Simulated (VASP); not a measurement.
# TaC (Fm-3m) in VASP: notebook, part 2 of 2

VASP 6.6.1. The steps go on from the part before.

**5. Single point, PBE**

The input, INCAR:

```
SYSTEM = TaC
  ALGO = Normal
  EDIFF = 1E-6
  ENCUT = 600
  GGA = PE
  GGA_COMPAT = .FALSE.
  ISIF = 2
  ISMEAR = 1
  LASPH = .TRUE.
  LCHARG = .FALSE.
  LREAL = .FALSE.
  LWAVE = .FALSE.
  NBANDS = 14
  NELM = 120
  PREC = Accurate
  SIGMA = 0.1
```

The input, KPOINTS:

```
k-points
0
G
  9 9 9
  0 0 0
```

The input, POSCAR:

```
TaC
1.0
    0.0000000000      2.2230000000      2.2230000000
    2.2230000000      0.0000000000      2.2230000000
    2.2230000000      2.2230000000      0.0000000000
Ta C
1 1
Direct
    0.0000000000      0.0000000000      0.0000000000
    0.5000000000      0.5000000000      0.5000000000
```

Potentials or basis: VASP PAW PBE potentials, release 64 (Ta_pv, C).

On the command line:

```sh
$ cat potpaw_PBE.64/Ta_pv/POTCAR potpaw_PBE.64/C/POTCAR > POTCAR
$ mpirun -np 1 vasp_std > vasp.out
```

OUTCAR:

```text
SYSTEM = TaC
   EDIFF = 1E-6
   ENCUT = 600
   GGA = PE
   ISIF = 2
   ISMEAR = 1
   LASPH = .TRUE.
   LREAL = .FALSE.
   NELM = 120
   PREC = Accurate

 ion  position               nearest neighbor table
   1  0.000  0.000  0.000-   2 2.22   2 2.22   2 2.22   2 2.22   2 2.22   2 2.22
   2  0.500  0.500  0.500-   1 2.22   1 2.22   1 2.22   1 2.22   1 2.22   1 2.22

  LATTYP: Found a face centered cubic cell.
 ALAT       =     4.4460000000

  Lattice vectors:

 A1 = (   0.0000000000,   2.2230000000,   2.2230000000)
 A2 = (   2.2230000000,   0.0000000000,   2.2230000000)
 A3 = (   2.2230000000,   2.2230000000,   0.0000000000)

Analysis of symmetry for initial positions (statically):
=====================================================================
 Subroutine PRICEL returns:
 Original cell was already a primitive cell.

 Routine SETGRP: Setting up the symmetry group for a
 face centered cubic supercell.

 Subroutine GETGRP returns: Found 48 space group operations
 (whereof 48 operations were pure point group operations)
 out of a pool of 48 trial point group operations.

The static configuration has the point symmetry O_h .

Analysis of symmetry for dynamics (positions and initial velocities):
=====================================================================
 Subroutine PRICEL returns:
 Original cell was already a primitive cell.

 Routine SETGRP: Setting up the symmetry group for a
 face centered cubic supercell.

 Subroutine GETGRP returns: Found 48 space group operations
 (whereof 48 operations were pure point group operations)
 out of a pool of 48 trial point group operations.

The dynamic configuration has the point symmetry O_h .

 Subroutine INISYM returns: Found 48 space group operations
 (whereof 48 operations are pure point group operations),
 and found     1 'primitive' translations

----------------------------------------------------------------------------------------

                                     Primitive cell

  volume of cell :      21.9709

  direct lattice vectors                    reciprocal lattice vectors
     0.000000000  2.223000000  2.223000000    -0.224921278  0.224921278  0.224921278
     2.223000000  0.000000000  2.223000000     0.224921278 -0.224921278  0.224921278
     2.223000000  2.223000000  0.000000000     0.224921278  0.224921278 -0.224921278

  length of vectors
     3.143796749  3.143796749  3.143796749     0.389575080  0.389575080  0.389575080

  position of ions in fractional coordinates (direct lattice)
     0.000000000  0.000000000  0.000000000
     0.500000000  0.500000000  0.500000000

  ion indices of the primitive-cell ions
   primitive index   ion index
                 1           1
                 2           2

----------------------------------------------------------------------------------------

 KPOINTS: k-points

Automatic generation of k-mesh.
 Grid dimensions read from file:
 generate k-points for:    9    9    9

 Generating k-lattice:

  Cartesian coordinates                     Fractional coordinates (reciprocal lattice)
    -0.024991253  0.024991253  0.024991253     0.111111111  0.000000000  0.000000000
     0.024991253 -0.024991253  0.024991253     0.000000000  0.111111111  0.000000000
     0.024991253  0.024991253 -0.024991253     0.000000000  0.000000000  0.111111111

  Length of vectors
     0.043286120  0.043286120  0.043286120

  Shift w.r.t. Gamma in fractional coordinates (k-lattice)
     0.000000000  0.000000000  0.000000000

 Subroutine IBZKPT returns following result:
 ===========================================

 Found     35 irreducible k-points:

 Following reciprocal coordinates:
            Coordinates               Weight
  0.000000  0.000000  0.000000      1.000000
  0.111111  0.000000  0.000000      8.000000
  0.222222  0.000000  0.000000      8.000000
  0.333333  0.000000  0.000000      8.000000
  0.444444  0.000000  0.000000      8.000000
  0.111111  0.111111  0.000000      6.000000
[... 16 lines left out ...]
 -0.333333  0.333333  0.000000     12.000000
  0.444444  0.444444  0.000000      6.000000
 [... further k-points ...]
   k-points           NKPTS =     35   k-points in BZ     NKDIM =     35   number of bands    NBANDS=     14
   number of dos      NEDOS =    301   number of ions     NIONS =      2
   total plane-waves  NPLWV =  21952
   dimension x,y,z NGX =    28 NGY =   28 NGZ =   28
   dimension x,y,z NGXF=    56 NGYF=   56 NGZF=   56
   ions per type =               1   1
   NGX,Y,Z   is equivalent  to a cutoff of  14.81, 14.81, 14.81 a.u.
   NGXF,Y,Z  is equivalent  to a cutoff of  29.61, 29.61, 29.61 a.u.
 SYSTEM =  TaC
   PREC   = accura    normal or accurate (medium, high low for compatibility)
   ISTART =      0    job   : 0-new  1-cont  2-samecut
   ICHARG =      2    charge: 1-file 2-atom 10-const
   ISPIN  =      1    spin polarized calculation?
   LNONCOLLINEAR =      F non collinear calculations
   LSORBIT =      F    spin-orbit coupling
   LASPH  =      T    aspherical Exc in radial PAW
   ENCUT  =  600.0 eV  44.10 Ry    6.64 a.u.   6.28  6.28  6.28*2*pi/ulx,y,z
   NELM   =    120;   NELMIN=  2; NELMDL= -5     # of ELM steps
   EDIFF  = 0.1E-05   stopping-criterion for ELM
   LREAL  =      F    real-space projection
   EDIFFG = 0.1E-04   stopping-criterion for IOM
   NSW    =      0    number of steps for IOM
   IBRION =     -1    ionic relax: 0-MD 1-quasi-New 2-CG
   NFREE  =      0    steps in history (QN), initial steepest desc. (CG)
   ISIF   =      2    stress and relaxation
   ISYM   =      2    0-nonsym 1-usesym 2-fastsym
   POTIM  = 0.5000    time-step for ionic-motion
   TEBEG  =    0.0;   TEEND  =   0.0 temperature during run
   PSTRESS=    0.0 pullay stress
   NELECT =      15.0000    total number of electrons
   NUPDOWN=      -1.0000    fix difference up-down
   EMIN   =  10.00;   EMAX   =-10.00  energy-range for DOS
   EFERMI =   0.00;   METHOD = LEGACY
   ISMEAR =     1;   SIGMA  =   0.10  broadening in eV -4-tet -1-fermi 0-gaus
   EFERMI_NEDOS =   21; number of points for ismear=-14 and -15
   IALGO  =     38    algorithm
   IMIX   =      4    mixing-type and parameters
     AMIX     =   0.40;   BMIX     =  1.00
     AMIX_MAG =   1.60;   BMIX_MAG =  1.00
  volume/ion in A,a.u.               =      10.99        74.13
  Fermi-wavevector in a.u.,A,eV,Ry     =   1.441526  2.724089 28.272865  2.077997
  Thomas-Fermi vector in A             =   2.560148
   LORBIT       =      0    0 simple, 1 ext, 2 COOP (PROOUT), +10 PAW based schemes
   GGA     = PE    functional components
   LHFCALC =     F    Hartree Fock is set to
   AEXX    =    0.0000 exact exchange contribution
   IVDW    =     0    specifies the selected vdW correction
   LEPSILON=     F    determine dielectric tensor
   LRPA    =     F    only Hartree local field effects (RPA)
 non-spin polarized calculation
 Methfessel and Paxton  Order N= 1 SIGMA  =   0.10
  energy-cutoff  :      600.00
  volume of cell :       21.97
 maximum number of plane-waves:       751
 NGX is ok and might be reduce to    28
   NGX = 13   NGY = 13   NGZ = 13

 number of electron      14.9999999 magnetization

 Free energy of the ion-electron system (eV)
  ---------------------------------------------------
  ext. energy  EPLUGINS =         0.00000000
  ---------------------------------------------------
  free energy    TOTEN  =       -22.17956527 eV

  energy without entropy =      -22.17853765  energy(sigma->0) =      -22.17922273

 E-fermi :   8.4144     XC(G=0): -13.2359

 val. band max:        8.3441776140   @ k =  -0.3333   0.4444   0.1111
 cond. band min:       8.4455969681   @ k =   0.4444   0.2222   0.1111
 fundamental gap:      0.1014193541
 Fermi energy:         8.4143677682

 k-point     1 :       0.0000    0.0000    0.0000
  band No.  band energies     occupation
      1     -26.6188      2.00000
      2     -26.6188      2.00000
      3     -26.6188      2.00000
      4      -6.3898      2.00000
      5       7.1031      2.00000
      6       7.1031      2.00000
      7       7.1031      2.00000
      8       8.0015      2.00000
      9       8.0015      2.00000
     10       8.0015      2.00000
     11       9.1083     -0.00000
     12       9.1083     -0.00000
     13      15.1234      0.00000
     14      18.5118      0.00000
[... 375 lines left out ...]
 k-point    24 :       0.4444    0.4444    0.0000
  band No.  band energies     occupation
      1     -27.2482      2.00000
      2     -26.8654      2.00000
      3     -26.8654      2.00000
      4      -4.2470      2.00000
      5       3.5660      2.00000
      6       3.9358      2.00000
      7       6.6345      2.00000
      8       6.6345      2.00000
      9      11.0097      0.00000
     10      12.6174      0.00000
     11      12.6174      0.00000
     12      15.9662      0.00000
     13      16.4632      0.00000
     14      20.6953      0.00000

 [... further k-points ...]
[... 5 lines left out ...]
  --------------------------------------------------------------------------------------
  -------------------------------------------------------------------------------------
  Total        1.0397156      1.0397156      1.0397156      0.0000000      0.0000000      0.0000000
  in kB       75.8187756     75.8187756     75.8187756      0.0000000      0.0000000      0.0000000
  external PRESSURE =      75.8187756 kB  Pullay stress =       0.0000000 kB

 VOLUME and BASIS-vectors are now :
 -----------------------------------------------------------------------------
  energy-cutoff  :      600.00
  volume of cell :       21.97
      direct lattice vectors                 reciprocal lattice vectors
     0.000000000  2.223000000  2.223000000    -0.224921278  0.224921278  0.224921278
     2.223000000  0.000000000  2.223000000     0.224921278 -0.224921278  0.224921278
     2.223000000  2.223000000  0.000000000     0.224921278  0.224921278 -0.224921278

 POSITION                                       TOTAL-FORCE (eV/Angst)
 -----------------------------------------------------------------------------------
      0.00000      0.00000      0.00000        -0.000000      0.000000     -0.000000
      2.22300      2.22300      2.22300         0.000000     -0.000000      0.000000
 -----------------------------------------------------------------------------------
    total drift:                                0.000000      0.000000      0.000000

  FREE ENERGIE OF THE ION-ELECTRON SYSTEM (eV)
  ---------------------------------------------------
  free  energy   TOTEN  =       -22.1795652734 eV

  energy  without entropy=      -22.1785376538  energy(sigma->0) =      -22.17922273
```

OSZICAR:

```text
N       E                     dE             d eps       ncg     rms          rms(c)
DAV:   1     0.903015793125E+02    0.90302E+02   -0.85243E+03   980   0.117E+03
DAV:   2    -0.228399469364E+02   -0.11314E+03   -0.10836E+03  1154   0.311E+02
DAV:   3    -0.256564560020E+02   -0.28165E+01   -0.27917E+01  1238   0.439E+01
DAV:   4    -0.256744716997E+02   -0.18016E-01   -0.18012E-01  1064   0.372E+00
DAV:   5    -0.256745876728E+02   -0.11597E-03   -0.11597E-03  1216   0.262E-01    0.249E+01
DAV:   6    -0.222239631299E+02    0.34506E+01   -0.74949E+00  1140   0.251E+01    0.902E+00
DAV:   7    -0.222087117504E+02    0.15251E-01   -0.48236E-01  1232   0.497E+00    0.603E+00
DAV:   8    -0.221857623309E+02    0.22949E-01   -0.10011E-01  1148   0.253E+00    0.159E+00
DAV:   9    -0.221795746315E+02    0.61877E-02   -0.12829E-02  1130   0.792E-01    0.124E-01
DAV:  10    -0.221795985413E+02   -0.23910E-04   -0.78955E-04  1304   0.312E-01    0.394E-02
DAV:  11    -0.221795658654E+02    0.32676E-04   -0.56928E-05  1136   0.766E-02    0.963E-03
DAV:  12    -0.221795652734E+02    0.59191E-06   -0.68093E-06  1160   0.230E-02
   1 F= -.22179565E+02 E0= -.22179223E+02  d E =-.102762E-02
```

stdout:

```text
POSCAR found type information on POSCAR TaC
 POSCAR found :  2 types and       2 ions
 scaLAPACK will be used
 LDA part: xc-table for (Slater+PW92), standard interpolation
 POSCAR, INCAR and KPOINTS ok, starting setup
 FFT: planning ... GRIDC
 FFT: planning ... GRID_SOFT
 FFT: planning ... GRID
 WAVECAR not read
 entering main loop
```

Run time: 34 s. Hardware: 1 thread of AMD EPYC 7R13, shared host; peak memory 0.14 GiB.

Results:

```yaml
Free_energy: -22.1796 eV
Pressure: 7.6 GPa
```

Levels at points of the mesh, in eV from the Fermi level:
| k point | band 6 | band 7 | band 8 | band 9 | band 10 | band 11 |
| --- | --- | --- | --- | --- | --- | --- |
| (0.00, 0.00, 0.00) | -1.31 | -1.31 | -0.41 | -0.41 | -0.41 | 0.69 |

Caveat: spin-orbit coupling is left out, which moves the levels of the heavy elements.

**6. The runs side by side**

```csv
k mesh,gap on the mesh (eV),pressure (GPa)
3 × 3 × 3,none,11.8
5 × 5 × 5,none,7.3
7 × 7 × 7,none,7.3
9 × 9 × 9,none,7.6
```

Alike in all rows: task single point; level PBE; potentials or basis VASP PAW PBE potentials, release 64 (Ta_pv, C); no spin polarisation; cell as given; cutoff (eV) 600; smearing methfessel-paxton 0.1 eV.

Caveats: some runs use coarse meshes; spin-orbit coupling is left out, which moves the levels of the heavy elements.

Absolute energies hang on the potentials; compare differences alone.
